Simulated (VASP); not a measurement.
Here is a VASP 6.6.1 calculation.

The input INCAR:

```
PREC     = Accurate       # precision mode
ENCUT    = 520            # plane-wave cutoff, eV
EDIFF    = 1E-6           # SCF threshold, eV
ISMEAR   = -1             # smearing method
SIGMA    = 0.05           # smearing width, eV
LREAL    = False          # projectors in reciprocal space
LASPH    = True           # aspherical terms in the spheres
NELM     = 60             # most SCF steps
ALGO     = Normal         # electronic algorithm
ISIF     = 2              # what is computed and relaxed
LWAVE    = False          # write WAVECAR
LCHARG   = False          # write CHGCAR
GGA      = RP             # functional
NBANDS   = 43             # bands
```

File KPOINTS:

```
regular mesh
0
Gamma
  7 7 4
```

POSCAR

```
Si2Mo
1.0
    4.5854715599      0.0000000000      0.0000000000
   -2.2927357800      3.9711348592      0.0000000000
    0.0000000000      0.0000000000      6.5797601000
Mo Si
3 6
Direct
    0.5000000000      0.5000000000      0.8333333333
    0.0000000000      0.5000000000      0.1666666667
    0.5000000000      0.0000000000      0.5000000000
    0.1638729800      0.3277459600      0.5000000000
    0.6722540400      0.8361270200      0.1666666667
    0.8361270200      0.1638729800      0.8333333333
    0.8361270200      0.6722540400      0.5000000000
    0.3277459600      0.1638729800      0.1666666667
    0.1638729800      0.8361270200      0.8333333333
```

Potentials or basis: VASP PAW PBE potentials, release 64 (Mo_sv, Si).

Launch:

```bash
$ cat potpaw_PBE.64/Mo_sv/POTCAR potpaw_PBE.64/Si/POTCAR > POTCAR
$ mpirun -np 1 vasp_std > vasp.out
```

(1) Predict the band gap on the k mesh.

(2) What does it give for the pressure?

## Answers

(1) 0.28 eV (least direct gap 0.64 eV).

(2) 6.0 GPa.

Caveat: the cell stands under pressure; the PAW data sets were made with another functional, which shifts forces and pressure a little; an odd mesh through Γ misses points on the zone boundary, where band edges can lie.
